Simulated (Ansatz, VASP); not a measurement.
**Ta in VASP and in Ansatz**

```
Ta
1.0
    -1.66072    1.66072    1.66072
     1.66072   -1.66072    1.66072
     1.66072    1.66072   -1.66072
Ta
1
Cartesian
  0.0000 0.0000 0.0000
```

Alike in both runs: task single point; functional PBE; k mesh 13 × 13 × 13; occupations gaussian, width 0.2 eV; no spin polarisation.

|  | VASP | Ansatz |
| --- | --- | --- |
| version | VASP 6.6.1 | Ansatz 0.2.0 |
| potentials or method | VASP PAW PBE potentials, release 64 (Ta_pv), cutoff 520 eV | plane waves (420 eV) with PAW, scalar-relativistic |
| valence electrons in the cell | 11 | 13 |

Ansatz gave:

```
pressure (GPa) : 0.0
```

**Question.** What did VASP give for the same quantities?

**Answer.** Pressure (GPa): 0.1.

VASP's potentials hold 11 valence electrons a cell and Ansatz's 13, so a difference there can come from the potentials and not from the codes.

Neither program's run includes spin-orbit coupling.
